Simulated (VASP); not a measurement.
Write the native input for VASP 6.6.1 that does the following.

```yaml
Task: single point
Functional: PBEsol
Potentials_or_basis: VASP PAW PBE potentials, release 64 (Cu)
Cutoff: 520 eV
k_mesh: 24 × 24 × 24
Occupations: gaussian, width 0.15 eV
Spin: no spin polarisation
Dipole_correction: no
Further_INCAR_settings: ALGO = Fast; EDIFF = 1e-06; NBANDS = 12
```

The structure of Cu lies in POSCAR:

```
Cu
1.0
   -1.4644352198      1.4644352198      1.3554402282
    1.4644352198     -1.4644352198      1.3554402282
    1.4644352198      1.4644352198     -1.3554402282
Cu
1
Direct
    0.0000000000      0.0000000000      0.0000000000
```

This cell differs from its parent crystal: strain +0.015 along x and y, -0.015 along z.

These files were run (other wordings do the same):

INCAR

```
SYSTEM = Cu
ALGO     = Fast           ! electronic algorithm
EDIFF    = 1E-6           ! SCF threshold, eV
ENCUT    = 520            ! plane-wave cutoff, eV
GGA      = PS             ! functional
ISIF     = 2              ! what is computed and relaxed
ISMEAR   = 0              ! smearing method
LASPH    = .TRUE.         ! aspherical terms in the spheres
LCHARG   = .FALSE.        ! write CHGCAR
LREAL    = .FALSE.        ! projectors in reciprocal space
LWAVE    = .FALSE.        ! write WAVECAR
NBANDS   = 12             ! bands
NELM     = 60             ! most SCF steps
PREC     = Accurate       ! precision mode
SIGMA    = 0.15           ! smearing width, eV
```

KPOINTS

```
k-points
0
G
  24 24 24
  0 0 0
```

Potentials or basis: VASP PAW PBE potentials, release 64 (Cu).

The run is started by

```console
$ cat potpaw_PBE.64/Cu/POTCAR > POTCAR
$ mpirun -np 1 vasp_std > vasp.out
```

Results of the run:

- Pressure: -2.8 GPa

Caveat: the cell differs from its parent crystal (strain +0.015 along x and y, -0.015 along z); the PAW data sets were made with another functional, which shifts forces and pressure a little.

It took 72 s on 1 thread of AMD EPYC 9R45 96-Core Processor (Zen 5) (shared host), peak memory 0.21 GiB.
